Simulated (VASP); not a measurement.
Crystal: CuAu.

```
Cu Au
1.0
     2.80000    0.00000    0.00000
     0.00000    2.80000    0.00000
     0.00000    0.00000    3.67000
Cu Au
1 1
Direct
  0.50000 0.50000 0.50000
  0.00000 0.00000 0.00000
```

Base run:

| Property | Result |
| --- | --- |
| Program | VASP 6.6.1 |
| Functional | PBE |
| Potentials or basis | VASP PAW PBE potentials, release 64 (Cu, Au) |
| Cutoff | 520 eV |
| k mesh | 18 × 18 × 14 |
| Occupations | fermi-dirac, width 0.05 eV |
| Spin | no spin polarisation |

Its results: band gap on the k mesh zero (band 11 reaches 14.33 eV, above the bottom of band 12 at 6.90 eV); pressure 6.8 GPa.

Task: After a change of settings the same cell gave: band gap on the k mesh zero (band 11 reaches 12.71 eV, above the bottom of band 12 at 7.00 eV); pressure 7.6 GPa. Which change was it?
A. k mesh from 18 × 18 × 14 to 4 × 4 × 3
B. k mesh from 18 × 18 × 14 to 13 × 13 × 10
C. k mesh from 18 × 18 × 14 to 10 × 10 × 8; further incar settings from ALGO = Normal; EDIFF = 1e-08; NBANDS = 18 to ALGO = Normal; EDIFF = 1e-07; NBANDS = 18
D. k mesh from 18 × 18 × 14 to 10 × 10 × 8

Result: A.

Caveats: some runs use coarse meshes; spin-orbit coupling is left out, which moves the levels of the heavy elements.
